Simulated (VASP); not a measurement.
# Co (P6_3/mmc) in VASP: a series of runs

Runs on Co. Level: PBE. Tasks: single point.

Program: VASP 6.6.1. These are calculated values, not measurements. Logs are shortened: lines on timing, memory, paths and dates and some standing lists are left out, and cuts for length are marked.

## (1) The cell of the first run

It takes space group P6_3/mmc (No. 194, hexagonal). Conventional cell: a = 2.345 Å, b = 2.345 Å, c = 4.555 Å, α = 90.00°, β = 90.00°, γ = 120.00°. Co (site symmetry -6m2) has 12 Co at 2.35 to 2.65 Å within 3.1 Å.

## (2) Single point, PBE, collinear spin, ferromagnetic start

Input file INCAR:

```
SYSTEM = Co
ALGO = Fast
EDIFF = 1E-6
ENCUT = 520
GGA = PE
ISIF = 2
ISMEAR = 0
ISPIN = 2
LASPH = .TRUE.
LCHARG = .FALSE.
LMAXMIX = 4
LORBIT = 11
LREAL = .FALSE.
LWAVE = .FALSE.
MAGMOM = 1.84 1.84
NBANDS = 20
NELM = 150
PREC = Accurate
SIGMA = 0.15
```

Input file KPOINTS:

```
k-points
0
G
  30 30 16
  0 0 0
```

Input file POSCAR:

```
Co
1.0
    2.3452946623      0.0000000000      0.0000000000
   -1.1726473312      2.0310847569      0.0000000000
    0.0000000000      0.0000000000      4.5546750846
Co
2
Direct
    0.3333333333      0.6666666667      0.2500000000
    0.6666666667      0.3333333333      0.7500000000
```

Potentials or basis: VASP PAW PBE potentials, release 64 (Co).

The run is started by

```bash
$ cat potpaw_PBE.64/Co/POTCAR > POTCAR
$ mpirun -np 1 vasp_std > vasp.out
```

OUTCAR:

```text
SYSTEM = Co
   EDIFF = 1E-6
   ENCUT = 520
   GGA = PE
   ISIF = 2
   ISMEAR = 0
   ISPIN = 2
   LASPH = .TRUE.
   LORBIT = 11
   LREAL = .FALSE.
   NELM = 150
   PREC = Accurate

 ion  position               nearest neighbor table
   1  0.333  0.667  0.250-   2 2.65   2 2.65   2 2.65   2 2.65   2 2.65   2 2.65
   2  0.667  0.333  0.750-   1 2.65   1 2.65   1 2.65   1 2.65   1 2.65   1 2.65

  LATTYP: Found a hexagonal cell.
 ALAT       =     2.3452946623
 C/A-ratio  =     1.9420481178

  Lattice vectors:

 A1 = (   2.3452946623,   0.0000000000,   0.0000000000)
 A2 = (  -1.1726473312,   2.0310847569,   0.0000000000)
 A3 = (   0.0000000000,   0.0000000000,   4.5546750846)

Analysis of symmetry for initial positions (statically):
=====================================================================
 Subroutine PRICEL returns:
 Original cell was already a primitive cell.

 Routine SETGRP: Setting up the symmetry group for a
 hexagonal supercell.

 Subroutine GETGRP returns: Found 24 space group operations
 (whereof 12 operations were pure point group operations)
 out of a pool of 24 trial point group operations.

The static configuration has the point symmetry D_3d.
 The point group associated with its full space group is D_6h.

Analysis of symmetry for dynamics (positions and initial velocities):
=====================================================================
 Subroutine PRICEL returns:
 Original cell was already a primitive cell.

 Routine SETGRP: Setting up the symmetry group for a
 hexagonal supercell.

 Subroutine GETGRP returns: Found 24 space group operations
 (whereof 12 operations were pure point group operations)
 out of a pool of 24 trial point group operations.

The dynamic configuration has the point symmetry D_3d.
 The point group associated with its full space group is D_6h.

Analysis of structural, dynamic, and magnetic symmetry:
=====================================================================
 Subroutine PRICEL returns:
 Original cell was already a primitive cell.

 Routine SETGRP: Setting up the symmetry group for a
 hexagonal supercell.

 Subroutine GETGRP returns: Found 24 space group operations
 (whereof 12 operations were pure point group operations)
 out of a pool of 24 trial point group operations.

The overall configuration has the point symmetry D_3d.
 The point group associated with its full space group is D_6h.

 Subroutine INISYM returns: Found 24 space group operations
 (whereof 12 operations are pure point group operations),
 and found     1 'primitive' translations

----------------------------------------------------------------------------------------

                                     Primitive cell

  volume of cell :      21.6962

  direct lattice vectors                    reciprocal lattice vectors
     2.345294662  0.000000000  0.000000000     0.426385655  0.246173873  0.000000000
    -1.172647331  2.031084757  0.000000000     0.000000000  0.492347745  0.000000000
     0.000000000  0.000000000  4.554675085     0.000000000  0.000000000  0.219554629

  length of vectors
     2.345294662  2.345294662  4.554675085     0.492347745  0.492347745  0.219554629

  position of ions in fractional coordinates (direct lattice)
     0.333333333  0.666666667  0.250000000
     0.666666667  0.333333333  0.750000000

  ion indices of the primitive-cell ions
   primitive index   ion index
                 1           1
                 2           2

----------------------------------------------------------------------------------------

 KPOINTS: k-points

Automatic generation of k-mesh.
 Grid dimensions read from file:
 generate k-points for:   30   30   16

 Generating k-lattice:

  Cartesian coordinates                     Fractional coordinates (reciprocal lattice)
     0.014212855  0.008205796  0.000000000     0.033333333  0.000000000  0.000000000
     0.000000000  0.016411592  0.000000000     0.000000000  0.033333333  0.000000000
     0.000000000  0.000000000  0.013722164     0.000000000  0.000000000  0.062500000

  Length of vectors
     0.016411592  0.016411592  0.013722164

  Shift w.r.t. Gamma in fractional coordinates (k-lattice)
     0.000000000  0.000000000  0.000000000

 Subroutine IBZKPT returns following result:
 ===========================================

 Found    819 irreducible k-points:

 Following reciprocal coordinates:
            Coordinates               Weight
  0.000000  0.000000  0.000000      1.000000
  0.033333  0.000000  0.000000      6.000000
  0.066667  0.000000  0.000000      6.000000
  0.100000 -0.000000  0.000000      6.000000
  0.133333  0.000000  0.000000      6.000000
  0.166667  0.000000  0.000000      6.000000
[... 16 lines left out ...]
  0.233333  0.033333  0.000000     12.000000
  0.266667  0.033333  0.000000     12.000000
 [... further k-points ...]
   k-points           NKPTS =    819   k-points in BZ     NKDIM =    819   number of bands    NBANDS=     20
   number of dos      NEDOS =    301   number of ions     NIONS =      2
   total plane-waves  NPLWV =  11664
   dimension x,y,z NGX =    18 NGY =   18 NGZ =   36
   dimension x,y,z NGXF=    36 NGYF=   36 NGZF=   72
   ions per type =               2
   NGX,Y,Z   is equivalent  to a cutoff of  12.76, 12.76, 13.14 a.u.
   NGXF,Y,Z  is equivalent  to a cutoff of  25.52, 25.52, 26.28 a.u.
 SYSTEM =  Co
   PREC   = accura    normal or accurate (medium, high low for compatibility)
   ISTART =      0    job   : 0-new  1-cont  2-samecut
   ICHARG =      2    charge: 1-file 2-atom 10-const
   ISPIN  =      2    spin polarized calculation?
   LNONCOLLINEAR =      F non collinear calculations
   LSORBIT =      F    spin-orbit coupling
   LASPH  =      T    aspherical Exc in radial PAW
   ENCUT  =  520.0 eV  38.22 Ry    6.18 a.u.   4.36  4.36  8.47*2*pi/ulx,y,z
   NELM   =    150;   NELMIN=  2; NELMDL= -5     # of ELM steps
   EDIFF  = 0.1E-05   stopping-criterion for ELM
   LREAL  =      F    real-space projection
   EDIFFG = 0.1E-04   stopping-criterion for IOM
   NSW    =      0    number of steps for IOM
   IBRION =     -1    ionic relax: 0-MD 1-quasi-New 2-CG
   NFREE  =      0    steps in history (QN), initial steepest desc. (CG)
   ISIF   =      2    stress and relaxation
   ISYM   =      2    0-nonsym 1-usesym 2-fastsym
   POTIM  = 0.5000    time-step for ionic-motion
   TEBEG  =    0.0;   TEEND  =   0.0 temperature during run
   PSTRESS=    0.0 pullay stress
   NELECT =      18.0000    total number of electrons
   NUPDOWN=      -1.0000    fix difference up-down
   EMIN   =  10.00;   EMAX   =-10.00  energy-range for DOS
   EFERMI =   0.00;   METHOD = LEGACY
   ISMEAR =     0;   SIGMA  =   0.15  broadening in eV -4-tet -1-fermi 0-gaus
   EFERMI_NEDOS =   21; number of points for ismear=-14 and -15
   IALGO  =     68    algorithm
   IMIX   =      4    mixing-type and parameters
     AMIX     =   0.40;   BMIX     =  1.00
     AMIX_MAG =   1.60;   BMIX_MAG =  1.00
  volume/ion in A,a.u.               =      10.85        73.21
  Fermi-wavevector in a.u.,A,eV,Ry     =   1.538289  2.906945 32.195932  2.366334
  Thomas-Fermi vector in A             =   2.644679
   LORBIT       =     11    0 simple, 1 ext, 2 COOP (PROOUT), +10 PAW based schemes
   GGA     = PE    functional components
   LHFCALC =     F    Hartree Fock is set to
   AEXX    =    0.0000 exact exchange contribution
   IVDW    =     0    specifies the selected vdW correction
   LEPSILON=     F    determine dielectric tensor
   LRPA    =     F    only Hartree local field effects (RPA)
 spin polarized calculation
 RMM-DIIS sequential band-by-band and
 Gauss-broadening in eV      SIGMA  =   0.15
  energy-cutoff  :      520.00
  volume of cell :       21.70
 maximum number of plane-waves:       623
 NGX is ok and might be reduce to    18

 number of electron      17.9999993 magnetization       3.2961103

 Free energy of the ion-electron system (eV)
  ---------------------------------------------------
  ext. energy  EPLUGINS =         0.00000000
  ---------------------------------------------------
  free energy    TOTEN  =       -13.64902458 eV

  energy without entropy =      -13.62125481  energy(sigma->0) =      -13.63513969

 E-fermi :  10.4178     XC(G=0): -13.3793

 val. band max:       10.4174523963   @ k =   0.1667   0.1000   0.0625
 cond. band min:      10.4179599138   @ k =   0.3000   0.2333   0.1250
 fundamental gap:      0.0005075175
 Fermi energy:        10.4178015943

 spin component 1

 k-point     1 :       0.0000    0.0000    0.0000
  band No.  band energies     occupation
      1       1.3574      1.00000
      2       4.7629      1.00000
      3       6.7739      1.00000
      4       7.7417      1.00000
      5       7.7417      1.00000
      6       7.8836      1.00000
[... 12 lines left out ...]
     19      39.0686      0.00000
     20      40.0848      0.00000
[... 507 lines left out ...]
 k-point    24 :       0.2667    0.0333    0.0000
  band No.  band energies     occupation
      1       4.1514      1.00000
      2       5.9180      1.00000
      3       6.1407      1.00000
      4       7.0643      1.00000
      5       7.3764      1.00000
      6       7.7646      1.00000
[... 12 lines left out ...]
     19      35.3957      0.00000
     20      36.1053      0.00000

 [... further k-points ...]

 spin component 2

 k-point     1 :       0.0000    0.0000    0.0000
  band No.  band energies     occupation
      1       1.3999      1.00000
      2       5.5262      1.00000
      3       8.2055      1.00000
      4       8.4649      1.00000
      5       9.3245      1.00000
      6       9.3245      1.00000
[... 12 lines left out ...]
     19      39.4784      0.00000
     20      40.3598      0.00000
[... 507 lines left out ...]
 k-point    24 :       0.2667    0.0333    0.0000
  band No.  band energies     occupation
      1       4.3086      1.00000
      2       7.0657      1.00000
      3       7.2543      1.00000
      4       8.4379      1.00000
      5       8.6596      1.00000
      6       9.5466      1.00000
[... 12 lines left out ...]
     19      35.6956      0.00000
     20      36.3380      0.00000

 [... further k-points ...]

------------------------ aborting loop because EDIFF is reached ----------------------------------------

  FORCE on cell =-STRESS in cart. coord.  units (eV):
  Direction    XX          YY          ZZ          XY          YZ          ZX
  --------------------------------------------------------------------------------------
  -------------------------------------------------------------------------------------
  Total        3.5132916      3.5132916     -3.4548593     -0.0000000      0.0000000      0.0000000
  in kB      259.4429724    259.4429724   -255.1279733     -0.0000000      0.0000000      0.0000000
  external PRESSURE =      87.9193238 kB  Pullay stress =       0.0000000 kB

 VOLUME and BASIS-vectors are now :
 -----------------------------------------------------------------------------
  energy-cutoff  :      520.00
  volume of cell :       21.70
      direct lattice vectors                 reciprocal lattice vectors
     2.345294662  0.000000000  0.000000000     0.426385655  0.246173873  0.000000000
    -1.172647331  2.031084757  0.000000000     0.000000000  0.492347745  0.000000000
     0.000000000  0.000000000  4.554675085     0.000000000  0.000000000  0.219554629

 POSITION                                       TOTAL-FORCE (eV/Angst)
 -----------------------------------------------------------------------------------
     -0.00000      1.35406      1.13867         0.000000     -0.000000      0.000000
      1.17265      0.67703      3.41601        -0.000000      0.000000      0.000000
 -----------------------------------------------------------------------------------
    total drift:                                0.000000     -0.000000     -0.000000

  FREE ENERGIE OF THE ION-ELECTRON SYSTEM (eV)
  ---------------------------------------------------
  free  energy   TOTEN  =       -13.6490245791 eV

  energy  without entropy=      -13.6212548063  energy(sigma->0) =      -13.63513969

 total charge

# of ion       s       p       d       tot
------------------------------------------
    1        0.505   0.535   7.284   8.324
    2        0.505   0.535   7.284   8.324
--------------------------------------------------
tot          1.010   1.070  14.568  16.648

 magnetization (x)

# of ion       s       p       d       tot
------------------------------------------
    1       -0.009  -0.045   1.713   1.658
    2       -0.009  -0.045   1.713   1.658
--------------------------------------------------
tot         -0.019  -0.090   3.425   3.316
```

Wall time 8.4 min (1 thread of Oxide Virtual Turin-like, shared host); peak memory 0.52 GiB.

Results:

```
Free energy                                           : -13.6490 eV
Pressure                                              : 8.8 GPa
Net moment                                            : 3.30 μB per cell
Site moments                                          : Co +1.66 μB
Valence electrons inside the program's atomic spheres : Co 8.32
```

Caveat: the cell stands under pressure.

## (3) Single point, PBE, collinear spin, ferromagnetic start

This run uses another cell than the first one, of the same volume but with other edges.

Input file INCAR:

```
ALGO = Fast ; EDIFF = 1E-6
ENCUT = 520 ; GGA = PE
ISIF = 2 ; ISMEAR = 0
ISPIN = 2 ; LASPH = True
LCHARG = False ; LMAXMIX = 4
LORBIT = 11 ; LREAL = False
LWAVE = False ; MAGMOM = 1.84 1.84
NBANDS = 20 ; NELM = 150
PREC = Accurate ; SIGMA = 0.15
```

Input file KPOINTS:

```
k-points
0
Gamma
  30 30 16
```

Input file POSCAR:

```
Co
1.0
    2.4143131626      0.0000000000      0.0000000000
   -1.2071565813      2.0908565315      0.0000000000
    0.0000000000      0.0000000000      4.2979863053
Co
2
Direct
    0.3333333333      0.6666666667      0.2500000000
    0.6666666667      0.3333333333      0.7500000000
```

Potentials or basis: VASP PAW PBE potentials, release 64 (Co).

The run is started by

```bash
$ cat potpaw_PBE.64/Co/POTCAR > POTCAR
$ mpirun -np 1 vasp_std > vasp.out
```

OUTCAR:

```text
EDIFF = 1E-6
   ENCUT = 520
   GGA = PE
   ISIF = 2
   ISMEAR = 0
   ISPIN = 2
   LASPH = True
   LORBIT = 11
   LREAL = False
   NELM = 150
   PREC = Accurate

 ion  position               nearest neighbor table
   1  0.333  0.667  0.250-   2 2.56   2 2.56   2 2.56   2 2.56   2 2.56   2 2.56
   2  0.667  0.333  0.750-   1 2.56   1 2.56   1 2.56   1 2.56   1 2.56   1 2.56

  LATTYP: Found a hexagonal cell.
 ALAT       =     2.4143131626
 C/A-ratio  =     1.7802107746

  Lattice vectors:

 A1 = (   2.4143131626,   0.0000000000,   0.0000000000)
 A2 = (  -1.2071565813,   2.0908565315,   0.0000000000)
 A3 = (   0.0000000000,   0.0000000000,   4.2979863053)
[... 1322 lines left out ...]

 VOLUME and BASIS-vectors are now :
 -----------------------------------------------------------------------------
  energy-cutoff  :      520.00
  volume of cell :       21.70
      direct lattice vectors                 reciprocal lattice vectors
     2.414313163  0.000000000  0.000000000     0.414196474  0.239136446  0.000000000
    -1.207156581  2.090856532  0.000000000     0.000000000  0.478272892  0.000000000
     0.000000000  0.000000000  4.297986305     0.000000000  0.000000000  0.232667098

 POSITION                                       TOTAL-FORCE (eV/Angst)
 -----------------------------------------------------------------------------------
     -0.00000      1.39390      1.07450        -0.000000      0.000000      0.000000
      1.20716      0.69695      3.22349         0.000000     -0.000000      0.000000
 -----------------------------------------------------------------------------------
    total drift:                               -0.000000     -0.000000     -0.000000

  FREE ENERGIE OF THE ION-ELECTRON SYSTEM (eV)
  ---------------------------------------------------
  free  energy   TOTEN  =       -13.9607817976 eV

  energy  without entropy=      -13.9377335566  energy(sigma->0) =      -13.94925768

 total charge

# of ion       s       p       d       tot
------------------------------------------
    1        0.493   0.525   7.266   8.284
    2        0.493   0.525   7.266   8.284
--------------------------------------------------
tot          0.986   1.050  14.533  16.569

 magnetization (x)

# of ion       s       p       d       tot
------------------------------------------
    1       -0.013  -0.050   1.708   1.645
    2       -0.013  -0.050   1.708   1.645
--------------------------------------------------
tot         -0.026  -0.101   3.416   3.290
```

Wall time 8.7 min (1 thread of Oxide Virtual Turin-like, shared host); peak memory 0.5 GiB.

Results:

```yaml
Free_energy: -13.9608 eV
Pressure: 2.1 GPa
Net_moment: 3.26 μB per cell
Site_moments: Co +1.65 μB
Valence_electrons_inside_the_program's_atomic_spheres: Co 8.28
```

Levels at points of the mesh, in eV from the Fermi level:
Spin up:
| k point | band 9 | band 10 | band 11 | band 12 | band 13 | band 14 |
| --- | --- | --- | --- | --- | --- | --- |
| (0.00, 0.00, 0.00) | -1.73 | -1.13 | -0.97 | -0.97 | 4.94 | 22.26 |
| (0.50, 0.00, 0.00) | -0.48 | -0.40 | 1.45 | 3.57 | 9.06 | 9.78 |
| (0.00, 0.00, 0.50) | -1.24 | -1.24 | -1.24 | -1.24 | 12.54 | 12.54 |
| (0.50, 0.00, 0.50) | -0.44 | -0.44 | 1.65 | 1.65 | 7.47 | 7.47 |
Spin down:
| k point | band 5 | band 6 | band 7 | band 8 | band 9 | band 10 |
| --- | --- | --- | --- | --- | --- | --- |
| (0.00, 0.00, 0.00) | -1.00 | -1.00 | -0.75 | -0.75 | 0.18 | 0.18 |
| (0.50, 0.00, 0.00) | -1.36 | -0.99 | -0.73 | 1.10 | 1.37 | 1.46 |
| (0.00, 0.00, 0.50) | -0.98 | -0.98 | -0.98 | -0.98 | 0.72 | 0.72 |
| (0.50, 0.00, 0.50) | 0.10 | 0.10 | 0.25 | 0.25 | 1.42 | 1.42 |
